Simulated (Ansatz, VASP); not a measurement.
## HgTe in VASP and in Ansatz

File INCAR:

```
  PREC = Accurate
  ENCUT = 520
  EDIFF = 1E-7
  ISMEAR = -1
  SIGMA = 0.05
  LREAL = False
  LASPH = True
  NELM = 60
  ALGO = Normal
  ISIF = 2
  LWAVE = False
  LCHARG = False
  GGA = PE
  NBANDS = 16
```

The input KPOINTS:

```
regular mesh
0
Gamma
  11 11 11
```

File POSCAR:

```
HgTe
1.0
    3.4104789185      0.0000000000      0.0000000000
    0.0000000000      3.4104789185      0.0000000000
    0.0000000000      0.0000000000      3.4104789185
Hg Te
1 1
Direct
    0.0000000000      0.0000000000      0.0000000000
    0.5000000000      0.5000000000      0.5000000000
```

Input for Ansatz:

```yaml
crystal:
  lattice:
    - [3.4104789185, 0.0, 0.0]
    - [0.0, 3.4104789185, 0.0]
    - [0.0, 0.0, 3.4104789185]
  atoms:
    - { symbol: Hg, position: [0.0, 0.0, 0.0] }
    - { symbol: Te, position: [0.5, 0.5, 0.5] }
kpoints:
  mp_grid: { grid: [11, 11, 11] }
scf:
  occupations: { method: fermi_dirac, width: 0.05 }
hamiltonian:
  xc: pbe
  pseudopotentials: { kind: nc }
output:
  forces: true
  stress: true
  eigenvalues: true
```

Change from the starting cell: volume scaled by 0.72, norm-conserving files.

Alike in both runs: task single point; functional PBE; k mesh 11 × 11 × 11; occupations fermi-dirac, width 0.05 eV; no spin polarisation.

|  | VASP | Ansatz |
| --- | --- | --- |
| version | VASP 6.6.1 | Ansatz 0.2.0 |
| potentials or method | VASP PAW PBE potentials, release 64 (Hg, Te) | norm-conserving pseudopotentials, scalar-relativistic |
| plane-wave cutoff (eV) | 520 | 1120 |
| valence electrons in the cell | 18 | 36 |

|  | VASP | Ansatz | Ansatz less VASP |
| --- | --- | --- | --- |
| pressure (GPa) | 36.2 | 35.7 | -0.53 |

Both programs put the cell under a high pressure, so it lies far from rest at this level. VASP's potentials hold 18 valence electrons a cell and Ansatz's 36, so a difference there can come from the potentials and not from the codes.

Spin-orbit coupling is off throughout.
